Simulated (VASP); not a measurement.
# GaAs (P4/mmm) in VASP: electric field gradients with PBE

Aim: the electric field gradients of GaAs with PBE.

All numbers are computed with VASP 6.6.1; they aren't measurements. Logs are shortened: lines on timing, memory, paths and dates and some standing lists are left out, and cuts for length are marked.

**1. The cell of the first run**

The structure is tetragonal, space group P4/mmm (No. 123). The conventional cell has a = 3.810 Å, b = 3.810 Å, c = 2.739 Å, α = 90.00°, β = 90.00°, γ = 90.00°. Within 3.6 Å of Ga (site symmetry 4/mmm) lie 4 As at 2.69 Å and 2 Ga at 2.74 Å. As (site symmetry 4/mmm) has 4 Ga at 2.69 Å and 2 As at 2.74 Å within 3.6 Å.

**2. Electric field gradients, PBE**

INCAR reads:

```
PREC = Accurate ; ENCUT = 520
EDIFF = 1E-8 ; ISMEAR = -1
SIGMA = 0.05 ; LREAL = False
LASPH = True ; NELM = 60
ALGO = Normal ; ISIF = 2
LWAVE = False ; LCHARG = False
GGA = PE ; LEFG = True
NBANDS = 16
```

KPOINTS reads:

```
regular mesh
0
Gamma
  7 7 10
```

POSCAR reads:

```
GaAs
1.0
    3.8101400000      0.0000000000      0.0000000000
    0.0000000000      3.8101400000      0.0000000000
    0.0000000000      0.0000000000      2.7389100000
Ga As
1 1
Direct
    0.5000000000      0.5000000000      0.5000000000
    0.0000000000      0.0000000000      0.5000000000
```

Potentials or basis: VASP PAW PBE potentials, release 64 (Ga_d, As).

On the command line:

```console
cat potpaw_PBE.64/Ga_d/POTCAR potpaw_PBE.64/As/POTCAR > POTCAR
mpirun -np 1 vasp_std > vasp.out
```

OUTCAR:

```text
PREC = Accurate
   ENCUT = 520
   EDIFF = 1E-8
   ISMEAR = -1
   LREAL = False
   LASPH = True
   NELM = 60
   ISIF = 2
   GGA = PE

 ion  position               nearest neighbor table
   1  0.500  0.500  0.500-   2 2.69   2 2.69   2 2.69   2 2.69
   2  0.000  0.000  0.500-   1 2.69   1 2.69   1 2.69   1 2.69

  LATTYP: Found a simple tetragonal cell.
 ALAT       =     3.8101400000
 C/A-ratio  =     0.7188476014

  Lattice vectors:

 A1 = (   3.8101400000,   0.0000000000,   0.0000000000)
 A2 = (   0.0000000000,   3.8101400000,   0.0000000000)
 A3 = (   0.0000000000,   0.0000000000,   2.7389100000)

Analysis of symmetry for initial positions (statically):
=====================================================================
 Subroutine PRICEL returns:
 Original cell was already a primitive cell.

 Routine SETGRP: Setting up the symmetry group for a
 simple tetragonal supercell.

 Subroutine GETGRP returns: Found 16 space group operations
 (whereof 16 operations were pure point group operations)
 out of a pool of 16 trial point group operations.

The static configuration has the point symmetry D_4h.

Analysis of symmetry for dynamics (positions and initial velocities):
=====================================================================
 Subroutine PRICEL returns:
 Original cell was already a primitive cell.

 Routine SETGRP: Setting up the symmetry group for a
 simple tetragonal supercell.

 Subroutine GETGRP returns: Found 16 space group operations
 (whereof 16 operations were pure point group operations)
 out of a pool of 16 trial point group operations.

The dynamic configuration has the point symmetry D_4h.

 Subroutine INISYM returns: Found 16 space group operations
 (whereof 16 operations are pure point group operations),
 and found     1 'primitive' translations

----------------------------------------------------------------------------------------

                                     Primitive cell

  volume of cell :      39.7612

  direct lattice vectors                    reciprocal lattice vectors
     3.810140000  0.000000000  0.000000000     0.262457547  0.000000000  0.000000000
     0.000000000  3.810140000  0.000000000     0.000000000  0.262457547  0.000000000
[... 123 lines left out ...]

 Free energy of the ion-electron system (eV)
  ---------------------------------------------------
  ext. energy  EPLUGINS =         0.00000000
  ---------------------------------------------------
  free energy    TOTEN  =        -7.50612543 eV

  energy without entropy =       -7.49976916  energy(sigma->0) =       -7.50294729

 E-fermi :   5.2637     XC(G=0): -10.5388

 val. band max:        5.2500403496   @ k =   0.1429   0.1429   0.1000
 cond. band min:       5.2767477238   @ k =   0.4286   0.1429   0.2000
 fundamental gap:      0.0267073742
 Fermi energy:         5.2637294440

 k-point     1 :       0.0000    0.0000    0.0000
  band No.  band energies     occupation
      1      -9.7789      2.00000
      2      -9.5282      2.00000
      3      -9.5242      2.00000
      4      -9.4043      2.00000
      5      -9.4043      2.00000
      6      -8.0913      2.00000
[... 433 lines left out ...]
      3      -9.4924      2.00000
      4      -9.4800      2.00000
      5      -9.4626      2.00000
      6      -6.3577      2.00000
[... 8 lines left out ...]
     15      18.8430      0.00000
     16      19.0232      0.00000

 [... further k-points ...]

------------------------ aborting loop because EDIFF is reached ----------------------------------------

  FORCE on cell =-STRESS in cart. coord.  units (eV):
  Direction    XX          YY          ZZ          XY          YZ          ZX
  --------------------------------------------------------------------------------------
  -------------------------------------------------------------------------------------
  Total        0.4428489      0.4428489     -0.6956196      0.0000000      0.0000000      0.0000000
  in kB       17.8445861     17.8445861    -28.0299782      0.0000000      0.0000000      0.0000000
  external PRESSURE =       2.5530647 kB  Pullay stress =       0.0000000 kB

 VOLUME and BASIS-vectors are now :
 -----------------------------------------------------------------------------
  energy-cutoff  :      520.00
  volume of cell :       39.76
      direct lattice vectors                 reciprocal lattice vectors
     3.810140000  0.000000000  0.000000000     0.262457547  0.000000000  0.000000000
     0.000000000  3.810140000  0.000000000     0.000000000  0.262457547  0.000000000
     0.000000000  0.000000000  2.738910000     0.000000000  0.000000000  0.365108748

 POSITION                                       TOTAL-FORCE (eV/Angst)
 -----------------------------------------------------------------------------------
      1.90507      1.90507      1.36946         0.000000      0.000000      0.000000
      0.00000      0.00000      1.36946         0.000000      0.000000      0.000000
 -----------------------------------------------------------------------------------
    total drift:                                0.000000      0.000000      0.000000

  FREE ENERGIE OF THE ION-ELECTRON SYSTEM (eV)
  ---------------------------------------------------
  free  energy   TOTEN  =        -7.5061254252 eV

  energy  without entropy=       -7.4997691621  energy(sigma->0) =       -7.50294729

 Electric field gradients (V/A^2)
---------------------------------------------------------------------
 ion       V_xx      V_yy      V_zz      V_xy      V_xz      V_yz
---------------------------------------------------------------------
   1      -3.350    -3.350     6.700     0.000    -0.000    -0.000
   2     -66.401   -66.401   132.803     0.000    -0.000     0.000
---------------------------------------------------------------------

 Electric field gradients after diagonalization (V/A^2)
 (convention: |V_zz| > |V_xx| > |V_yy|)
----------------------------------------------------------------------
 ion       V_xx      V_yy      V_zz     asymmetry (V_yy - V_xx)/ V_zz
----------------------------------------------------------------------
   1      -3.350    -3.350     6.700       0.000
   2     -66.401   -66.401   132.803       0.000
----------------------------------------------------------------------

           NMR quadrupolar parameters

 Cq : quadrupolar parameter    Cq=e*Q*V_zz/h
 eta: asymmetry parameters     (V_yy - V_xx)/ V_zz
 Q  : nuclear electric quadrupole moment in mb (millibarn)
----------------------------------------------------------------------
 ion       Cq(MHz)       eta       Q (mb)
----------------------------------------------------------------------
   1       0.016       0.000       1.000
   2       0.321       0.000       1.000
----------------------------------------------------------------------
```

It took 23 s on 1 thread of AMD EPYC 7R13 (Zen 3), shared host; peak memory 0.14 GiB.

What came out:

```
Free energy            : -7.5061 eV
Pressure               : 0.3 GPa
Band gap on the k mesh : zero (band 9 reaches 6.36 eV, above the bottom of band 10 at 3.19 eV)
```

Stress tensor (GPa, compression positive):
```
 1.78  0.00  0.00
 0.00  1.78  0.00
 0.00  0.00 -2.80
```

Electric field gradients, principal values (V/Å²):
```tsv
atom	least	middle	greatest (by size)
1 Ga	-3.350	-3.350	6.700
2 As	-66.401	-66.401	132.803
```

Caveat: without QUAD_EFG the Cq values of the log hold for a quadrupole moment of 1 mb, not for the nuclei.
